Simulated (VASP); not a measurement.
# Mg (Fm-3m) in VASP: a series of runs, part 2 of 2

VASP 6.6.1. Earlier steps stand in the parts before.

### 5 Single point, PBEsol (Hg replaced by Mg, lengths x 1.041, strained)

File INCAR:

```
SYSTEM = Mg
ALGO = Normal
EDIFF = 1E-6
ENCUT = 600
GGA = PS
GGA_COMPAT = .False.
ISIF = 2
ISMEAR = 0
LASPH = .True.
LCHARG = .False.
LREAL = .False.
LWAVE = .False.
NBANDS = 7
NELM = 120
PREC = Accurate
SIGMA = 0.1
```

File KPOINTS:

```
k-points
0
Gamma
  14 14 14
  0 0 0
```

File POSCAR:

```
Mg
1.0
    0.0000000000      2.4468636958      2.4468636958
    2.4468636958      0.0000000000      2.4468636958
    2.4468636958      2.4468636958      0.0000000000
Mg
1
Direct
    0.0000000000      0.0000000000      0.0000000000
```

Potentials or basis: VASP PAW PBE potentials, release 64 (Mg).

Started as:

```bash
cat potpaw_PBE.64/Mg/POTCAR > POTCAR
mpirun -np 1 vasp_std > vasp.out
```

OUTCAR:

```text
SYSTEM = Mg
   EDIFF = 1E-6
   ENCUT = 600
   GGA = PS
   ISIF = 2
   ISMEAR = 0
   LASPH = .True.
   LREAL = .False.
   NELM = 120
   PREC = Accurate

 ion  position               nearest neighbor table
   1  0.000  0.000  0.000-

  LATTYP: Found a face centered cubic cell.
 ALAT       =     4.8937273916

  Lattice vectors:

 A1 = (   0.0000000000,   2.4468636958,   2.4468636958)
 A2 = (   2.4468636958,   0.0000000000,   2.4468636958)
 A3 = (   2.4468636958,   2.4468636958,   0.0000000000)

Analysis of symmetry for initial positions (statically):
=====================================================================
 Subroutine PRICEL returns:
 Original cell was already a primitive cell.

 Routine SETGRP: Setting up the symmetry group for a
 face centered cubic supercell.

 Subroutine GETGRP returns: Found 48 space group operations
 (whereof 48 operations were pure point group operations)
 out of a pool of 48 trial point group operations.

The static configuration has the point symmetry O_h .

Analysis of symmetry for dynamics (positions and initial velocities):
=====================================================================
 Subroutine PRICEL returns:
 Original cell was already a primitive cell.

 Routine SETGRP: Setting up the symmetry group for a
 face centered cubic supercell.

 Subroutine GETGRP returns: Found 48 space group operations
 (whereof 48 operations were pure point group operations)
 out of a pool of 48 trial point group operations.

The dynamic configuration has the point symmetry O_h .

 Subroutine INISYM returns: Found 48 space group operations
 (whereof 48 operations are pure point group operations),
 and found     1 'primitive' translations

----------------------------------------------------------------------------------------

                                     Primitive cell

  volume of cell :      29.2994

  direct lattice vectors                    reciprocal lattice vectors
     0.000000000  2.446863696  2.446863696    -0.204343217  0.204343217  0.204343217
     2.446863696  0.000000000  2.446863696     0.204343217 -0.204343217  0.204343217
     2.446863696  2.446863696  0.000000000     0.204343217  0.204343217 -0.204343217

  length of vectors
     3.460387824  3.460387824  3.460387824     0.353932835  0.353932835  0.353932835

  position of ions in fractional coordinates (direct lattice)
     0.000000000  0.000000000  0.000000000

  ion indices of the primitive-cell ions
   primitive index   ion index
                 1           1

----------------------------------------------------------------------------------------

 KPOINTS: k-points

Automatic generation of k-mesh.
 Grid dimensions read from file:
 generate k-points for:   14   14   14

 Generating k-lattice:

  Cartesian coordinates                     Fractional coordinates (reciprocal lattice)
    -0.014595944  0.014595944  0.014595944     0.071428571  0.000000000  0.000000000
     0.014595944 -0.014595944  0.014595944     0.000000000  0.071428571  0.000000000
     0.014595944  0.014595944 -0.014595944     0.000000000  0.000000000  0.071428571

  Length of vectors
     0.025280917  0.025280917  0.025280917

  Shift w.r.t. Gamma in fractional coordinates (k-lattice)
     0.000000000  0.000000000  0.000000000

 Subroutine IBZKPT returns following result:
 ===========================================

 Found    104 irreducible k-points:

 Following reciprocal coordinates:
            Coordinates               Weight
  0.000000  0.000000  0.000000      1.000000
  0.071429  0.000000  0.000000      8.000000
  0.142857  0.000000  0.000000      8.000000
  0.214286  0.000000  0.000000      8.000000
  0.285714  0.000000  0.000000      8.000000
  0.357143  0.000000  0.000000      8.000000
[... 16 lines left out ...]
  0.214286  0.142857  0.000000     24.000000
  0.285714  0.142857  0.000000     24.000000
 [... further k-points ...]
   k-points           NKPTS =    104   k-points in BZ     NKDIM =    104   number of bands    NBANDS=      7
   number of dos      NEDOS =    301   number of ions     NIONS =      1
   total plane-waves  NPLWV =  21952
   dimension x,y,z NGX =    28 NGY =   28 NGZ =   28
   dimension x,y,z NGXF=    56 NGYF=   56 NGZF=   56
   ions per type =               1
   NGX,Y,Z   is equivalent  to a cutoff of  13.45, 13.45, 13.45 a.u.
   NGXF,Y,Z  is equivalent  to a cutoff of  26.90, 26.90, 26.90 a.u.
 SYSTEM =  Mg
   PREC   = accura    normal or accurate (medium, high low for compatibility)
   ISTART =      0    job   : 0-new  1-cont  2-samecut
   ICHARG =      2    charge: 1-file 2-atom 10-const
   ISPIN  =      1    spin polarized calculation?
   LNONCOLLINEAR =      F non collinear calculations
   LSORBIT =      F    spin-orbit coupling
   LASPH  =      T    aspherical Exc in radial PAW
   ENCUT  =  600.0 eV  44.10 Ry    6.64 a.u.   6.91  6.91  6.91*2*pi/ulx,y,z
   NELM   =    120;   NELMIN=  2; NELMDL= -5     # of ELM steps
   EDIFF  = 0.1E-05   stopping-criterion for ELM
   LREAL  =      F    real-space projection
   EDIFFG = 0.1E-04   stopping-criterion for IOM
   NSW    =      0    number of steps for IOM
   IBRION =     -1    ionic relax: 0-MD 1-quasi-New 2-CG
   NFREE  =      0    steps in history (QN), initial steepest desc. (CG)
   ISIF   =      2    stress and relaxation
   ISYM   =      2    0-nonsym 1-usesym 2-fastsym
   POTIM  = 0.5000    time-step for ionic-motion
   TEBEG  =    0.0;   TEEND  =   0.0 temperature during run
   PSTRESS=    0.0 pullay stress
   NELECT =       2.0000    total number of electrons
   NUPDOWN=      -1.0000    fix difference up-down
   EMIN   =  10.00;   EMAX   =-10.00  energy-range for DOS
   EFERMI =   0.00;   METHOD = LEGACY
   ISMEAR =     0;   SIGMA  =   0.10  broadening in eV -4-tet -1-fermi 0-gaus
   EFERMI_NEDOS =   21; number of points for ismear=-14 and -15
   IALGO  =     38    algorithm
   IMIX   =      4    mixing-type and parameters
     AMIX     =   0.40;   BMIX     =  1.00
     AMIX_MAG =   1.60;   BMIX_MAG =  1.00
  volume/ion in A,a.u.               =      29.30       197.72
  Fermi-wavevector in a.u.,A,eV,Ry     =   0.669060  1.264340  6.090529  0.447641
  Thomas-Fermi vector in A             =   1.744160
   LORBIT       =      0    0 simple, 1 ext, 2 COOP (PROOUT), +10 PAW based schemes
   GGA     = PS    functional components
   LHFCALC =     F    Hartree Fock is set to
   AEXX    =    0.0000 exact exchange contribution
   IVDW    =     0    specifies the selected vdW correction
   LEPSILON=     F    determine dielectric tensor
   LRPA    =     F    only Hartree local field effects (RPA)
 non-spin polarized calculation
 Gauss-broadening in eV      SIGMA  =   0.10
  energy-cutoff  :      600.00
  volume of cell :       29.30
 maximum number of plane-waves:       990
   NGX = 13   NGY = 13   NGZ = 13

 number of electron       2.0000000 magnetization

 Free energy of the ion-electron system (eV)
  ---------------------------------------------------
  ext. energy  EPLUGINS =         0.00000000
  ---------------------------------------------------
  free energy    TOTEN  =        -1.57137927 eV

  energy without entropy =       -1.57019135  energy(sigma->0) =       -1.57078531

 E-fermi :   1.4489     XC(G=0):  -7.8032

 val. band max:        1.4409996381   @ k =  -0.4286   0.5000   0.0714
 cond. band min:       1.5202650267   @ k =   0.4286   0.0000   0.0000
 fundamental gap:      0.0792653886
 Fermi energy:         1.4489123733

 k-point     1 :       0.0000    0.0000    0.0000
  band No.  band energies     occupation
      1      -4.4980      2.00000
      2      12.3655      0.00000
      3      12.3655      0.00000
      4      12.3655      0.00000
      5      13.1360      0.00000
      6      13.1360      0.00000
      7      13.1360      0.00000

 k-point     2 :       0.0714    0.0000    0.0000
  band No.  band energies     occupation
      1      -4.4018      2.00000
      2      10.7161      0.00000
      3      11.9640      0.00000
      4      11.9640      0.00000
      5      13.5238      0.00000
      6      13.6938      0.00000
      7      13.6938      0.00000
[... 201 lines left out ...]
 k-point    23 :       0.2143    0.1429    0.0000
  band No.  band energies     occupation
      1      -3.6343      2.00000
      2       8.2134      0.00000
      3       9.5551      0.00000
      4      10.3773      0.00000
      5      11.6492      0.00000
      6      12.1622      0.00000
      7      16.5219      0.00000

 k-point    24 :       0.2857    0.1429    0.0000
  band No.  band energies     occupation
      1      -3.0936      2.00000
      2       6.3057      0.00000
      3       9.2491      0.00000
      4      10.2237      0.00000
      5      10.5460      0.00000
      6      13.2082      0.00000
      7      16.2510      0.00000

 [... further k-points ...]
[... 5 lines left out ...]
  --------------------------------------------------------------------------------------
  -------------------------------------------------------------------------------------
  Total       -1.0299229     -1.0299229     -1.0299229      0.0000000      0.0000000      0.0000000
  in kB      -56.3191350    -56.3191350    -56.3191350      0.0000000      0.0000000      0.0000000
  external PRESSURE =     -56.3191350 kB  Pullay stress =       0.0000000 kB

 VOLUME and BASIS-vectors are now :
 -----------------------------------------------------------------------------
  energy-cutoff  :      600.00
  volume of cell :       29.30
      direct lattice vectors                 reciprocal lattice vectors
     0.000000000  2.446863696  2.446863696    -0.204343217  0.204343217  0.204343217
     2.446863696  0.000000000  2.446863696     0.204343217 -0.204343217  0.204343217
     2.446863696  2.446863696  0.000000000     0.204343217  0.204343217 -0.204343217

 POSITION                                       TOTAL-FORCE (eV/Angst)
 -----------------------------------------------------------------------------------
      0.00000      0.00000      0.00000         0.000000      0.000000      0.000000
 -----------------------------------------------------------------------------------
    total drift:                                0.000000     -0.000000     -0.000000

  FREE ENERGIE OF THE ION-ELECTRON SYSTEM (eV)
  ---------------------------------------------------
  free  energy   TOTEN  =        -1.5713792737 eV

  energy  without entropy=       -1.5701913539  energy(sigma->0) =       -1.57078531
```

OSZICAR:

```text
N       E                     dE             d eps       ncg     rms          rms(c)
DAV:   1    -0.960788295198E+00   -0.96079E+00   -0.79411E+02  1498   0.215E+02
DAV:   2    -0.157991158379E+01   -0.61912E+00   -0.59265E+00  1890   0.104E+01
DAV:   3    -0.158302368757E+01   -0.31121E-02   -0.31113E-02  2044   0.806E-01
DAV:   4    -0.158302871731E+01   -0.50297E-05   -0.50299E-05  2086   0.242E-02
DAV:   5    -0.158302872969E+01   -0.12379E-07   -0.12236E-07  2044   0.764E-04    0.694E-01
DAV:   6    -0.157711812540E+01    0.59106E-02   -0.83432E-04  1946   0.149E-01    0.444E-01
DAV:   7    -0.157138037826E+01    0.57377E-02   -0.35620E-03  1827   0.281E-01    0.268E-02
DAV:   8    -0.157138005434E+01    0.32392E-06   -0.19492E-05  2079   0.272E-02    0.584E-03
DAV:   9    -0.157137927367E+01    0.78066E-06   -0.77545E-07  2044   0.282E-03
   1 F= -.15713793E+01 E0= -.15707853E+01  d E =-.118792E-02
```

Run time: 7.2 s. Hardware: 1 thread of Intel Xeon 6975P-C (Granite Rapids), shared host; peak memory 0.17 GiB.

Results:

* Free energy: -1.5714 eV
* Pressure: -5.6 GPa
* Band gap on the k mesh: zero (band 1 reaches 2.39 eV, above the bottom of band 2 at 0.14 eV)

Levels at points of the mesh, in eV from the Fermi level:
```csv
k point,band 1,band 2,band 3,band 4
"(0.00, 0.00, 0.00)",-5.95,10.92,10.92,10.92
"(0.50, 0.00, 0.00)",-1.32,-1.31,9.86,9.86
"(0.50, 0.50, 0.00)",-0.13,0.58,5.64,5.78
```

Caveat: the cell differs from its parent crystal (Hg replaced by Mg, lengths x 1.041, strained); the PAW data sets were made with another functional, which shifts forces and pressure a little.

### 6 Overview

```csv
cell,k mesh,gap on the mesh (eV),pressure (GPa)
"a = 3.441 Å, angles 60.0°, 1 atom",6 × 6 × 6,none,-5.6
"a = 3.460 Å, angles 60.0°, 1 atom",6 × 6 × 6,none,-5.7
"a = 3.441 Å, angles 60.0°, 1 atom",14 × 14 × 14,none,-5.4
"a = 3.460 Å, angles 60.0°, 1 atom",14 × 14 × 14,none,-5.6
```

Alike in all rows: task single point; level PBEsol; potentials or basis VASP PAW PBE potentials, release 64 (Mg); no spin polarisation; cutoff (eV) 600; smearing gaussian 0.1 eV.

Caveats: some runs use coarse meshes; the PAW data sets were made with another functional, which shifts forces and pressure a little.

Total energies depend on the potentials used, so only differences within one code and one set of settings carry meaning.
